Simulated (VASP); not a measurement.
Write the native input for VASP 6.6.1 that does the following.

```
Task                   : single point
Functional             : LDA
Potentials or basis    : VASP PAW LDA potentials, release 64 (Li_sv)
Cutoff                 : 520 eV
k mesh                 : 13 × 13 × 13
Occupations            : methfessel-paxton, width 0.3 eV
Spin                   : no spin polarisation
Dipole correction      : no
Further INCAR settings : ALGO = Normal; EDIFF = 1e-06; NBANDS = 8
```

The structure of Li lies in POSCAR:

```
Li
1.0
   -1.6816320888      1.6816320888      1.6816320888
    1.6816320888     -1.6816320888      1.6816320888
    1.6816320888      1.6816320888     -1.6816320888
Li
1
Direct
    0.0000000000      0.0000000000      0.0000000000
```

One way to write it, as run:

INCAR

```
PREC = Accurate
ENCUT = 520
EDIFF = 1E-6
ISMEAR = 1
SIGMA = 0.3
LREAL = False
LASPH = True
NELM = 60
ALGO = Normal
ISIF = 2
LWAVE = False
LCHARG = False
NBANDS = 8
```

KPOINTS

```
Automatic mesh
0
Gamma
  13 13 13
```

Potentials or basis: VASP PAW LDA potentials, release 64 (Li_sv).

The run is started by

```bash
$ cat potpaw_LDA.64/Li_sv/POTCAR > POTCAR
$ mpirun -np 1 vasp_std > vasp.out
```

Run time: 5.4 s on 1 thread of Intel(R) Xeon(R) Platinum 8259CL CPU @ 2.50GHz (Skylake/Cascade Lake), on a shared host, peak memory 0.12 GiB.
